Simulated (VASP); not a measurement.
Wanted: the native input for a VASP 6.6.1 run.

```yaml
Task: single point
Functional: BLYP
Dispersion: D3(BJ)
Potentials_or_basis: VASP PAW PBE potentials, release 64 (Sn_d, Se)
Cutoff: 520 eV
k_mesh: 8 × 8 × 8
Occupations: fermi-dirac, width 0.05 eV
Spin: no spin polarisation
Dipole_correction: no
Further_INCAR_settings: ALGO = Normal; EDIFF = 1e-06; NBANDS = 17
```

The structure of SnSe lies in POSCAR:

```
SnSe
1.0
    0.0000000000      3.0072332871      3.0072332871
    3.0072332871      0.0000000000      3.0072332871
    3.0072332871      3.0072332871      0.0000000000
Sn Se
1 1
Direct
    0.0000000000      0.0000000000      0.0000000000
    0.5000000000      0.5000000000      0.5000000000
```

The input as run:

INCAR

```
AGGAC = 1.0
AGGAX = 1.0
ALDAC = 0.0
ALDAX = 1.0
ALGO = Normal
EDIFF = 1E-6
ENCUT = 520
GGA = B5
ISIF = 2
ISMEAR = -1
IVDW = 12
LASPH = T
LCHARG = T
LELF = T
LREAL = F
LVHAR = T
LWAVE = F
NBANDS = 17
NELM = 100
PREC = Accurate
SIGMA = 0.05
VDW_A1 = 0.4298
VDW_A2 = 4.2359
VDW_S6 = 1.0
VDW_S8 = 2.6996
```

KPOINTS

```
k-points
0
Gamma
  8 8 8
```

Potentials or basis: VASP PAW PBE potentials, release 64 (Sn_d, Se).

Launch:

```sh
$ cat potpaw_PBE.64/Sn_d/POTCAR potpaw_PBE.64/Se/POTCAR > POTCAR
$ mpirun -np 1 vasp_std > vasp.out
```

Results of the run:

The pressure is 0.1 GPa. The band gap on the k mesh is 0.41 eV, direct and the dispersion energy per atom is -0.820 eV.

Caveat: the PAW data sets were made with another functional, which shifts forces and pressure a little; spin-orbit coupling is left out, which moves the levels of the heavy elements.

Run time: 55 s on 1 thread of Intel Xeon 8259CL, with other jobs on the host, peak memory 0.19 GiB.
